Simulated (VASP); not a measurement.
A run of VASP 6.6.1 is set up as follows.

POSCAR

```
PbSe
1.0
    0.0000000000      3.0696893648      3.0696893648
    3.0696893648      0.0000000000      3.0696893648
    3.0696893648      3.0696893648      0.0000000000
Pb Se
1 1
Direct
    0.0000000000      0.0000000000      0.0000000000
    0.5000000000      0.5000000000      0.5000000000
```

INCAR.step1

```
SYSTEM = PbSe
  PREC = Accurate
  ENCUT = 520
  EDIFF = 1E-5
  ISMEAR = 0
  SIGMA = 0.01
  LREAL = .False.
  LASPH = .True.
  NELM = 100
  ALGO = Normal
  ISIF = 2
  LWAVE = .True.
  NBANDS = 17
  GGA = PE
```

The input INCAR.step2:

```
SYSTEM = PbSe
  PREC = Accurate
  ENCUT = 520
  EDIFF = 1E-6
  ISMEAR = 0
  SIGMA = 0.01
  LREAL = .False.
  LASPH = .True.
  NELM = 100
  ALGO = Normal
  ISIF = 2
  LWAVE = .False.
  LCHARG = .True.
  GGA = PE
  LHFCALC = .True.
  AEXX = 0.2
  HFSCREEN = 0.2078
  PRECFOCK = Normal
  LELF = .True.
  LVHAR = .True.
  NBANDS = 17
  ISTART = 1
```

Contents of KPOINTS:

```
Automatic mesh
0
Gamma
  4 4 4
  0 0 0
```

Potentials or basis: VASP PAW PBE potentials, release 64 (Pb_d, Se).

Run with:

```console
$ cat potpaw_PBE.64/Pb_d/POTCAR potpaw_PBE.64/Se/POTCAR > POTCAR
$ cp INCAR.step1 INCAR
$ mpirun -np 1 vasp_std > vasp.out
$ cp INCAR.step2 INCAR
$ mpirun -np 1 vasp_std > vasp.out
```

Question: What does it give for the pressure?

Answer: 1.0 GPa.

Question: Predict the band gap on the k mesh.

Answer: 0.65 eV.

Caveat: the k points lie up to 0.44 Å⁻¹ apart; the PAW data sets were made with another functional, which shifts forces and pressure a little; spin-orbit coupling is left out, which moves the levels of the heavy elements. A k mesh can miss the band edges.
